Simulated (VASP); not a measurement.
Here is a VASP 6.6.1 calculation.

INCAR

```
SYSTEM = Re
PREC     = Accurate       ! precision mode
ENCUT    = 520            ! plane-wave cutoff, eV
EDIFF    = 1E-8           ! SCF threshold, eV
ISMEAR   = -1             ! smearing method
SIGMA    = 0.05           ! smearing width, eV
LREAL    = .False.        ! projectors in reciprocal space
LASPH    = .True.         ! aspherical terms in the spheres
NELM     = 60             ! most SCF steps
ALGO     = Normal         ! electronic algorithm
ISIF     = 2              ! what is computed and relaxed
LWAVE    = .False.        ! write WAVECAR
LCHARG   = .False.        ! write CHGCAR
GGA      = PS             ! functional
LEFG     = .True.       
NBANDS   = 14             ! bands
```

The input KPOINTS:

```
regular mesh
0
Gamma
  18 18 10
  0 0 0
```

Contents of POSCAR:

```
Re
1.0
    2.5677224212      0.0000000000      0.0000000000
   -1.2838612106      2.2237128466      0.0000000000
    0.0000000000      0.0000000000      4.1057498614
Re
2
Direct
    0.3333333333      0.6666666667      0.2500000000
    0.6666666667      0.3333333333      0.7500000000
```

Potentials or basis: VASP PAW PBE potentials, release 64 (Re).

Launch:

```sh
$ cat potpaw_PBE.64/Re/POTCAR > POTCAR
$ mpirun -np 1 vasp_std > vasp.out
```

(1) Estimate the pressure.

(2) What does it give for the band gap on the k mesh?

Answers

(1) 139.2 GPa.

(2) zero (bands 7 and 8 overlap by 5.05 eV).

Caveat: the stress differs along the axes, from 136 to 145 GPa; without QUAD_EFG the Cq values of the log hold for a quadrupole moment of 1 mb, not for the nuclei; the PAW data sets were made with another functional, which shifts forces and pressure a little; spin-orbit coupling is left out, which moves the levels of the heavy elements.
